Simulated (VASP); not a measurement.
Runs of VASP 6.6.1 on AlCo. The structure is that of space group Pm-3m (No. 221), or close to it. The cells are those of the table. 

```tsv
level	potentials or basis	cell	gap on the mesh (eV)	pressure (GPa)	moment (μB)
r2SCAN	VASP PAW PBE potentials, release 64 (Al, Co)	a = 2.852 Å, 2 atoms	none	-6.0	0.00
r2SCAN	VASP PAW PBE potentials, release 64 (Al, Co)	a = 2.824 Å, 2 atoms	none	-0.5	0.00
r2SCAN	VASP PAW PBE potentials, release 64 (Al, Co)	a = 2.766 Å, 2 atoms	none	(a)	0.00
r2SCAN	VASP PAW PBE potentials, release 64 (Al, Co)	a = 2.796 Å, 2 atoms	none	5.9	0.00
LDA	VASP PAW LDA potentials, release 64 (Al, Co)	a = 2.852 Å, 2 atoms	none	(b)	0.00
```

Alike in all rows: task single point; spin collinear, ferromagnetic start; k mesh 14 × 14 × 14; cutoff (eV) 520; smearing gaussian 0.1 eV.

Q: Estimate the missing entries.

A: (a) 13.4; (b) -10.9.

Caveats: the PAW data sets were made with another functional, which shifts forces and pressure a little (at least some runs); the cell stands under tension (at least some runs); the cell stands under pressure (at least some runs).

A gap of «none» marks levels without a gap at the run's occupations.
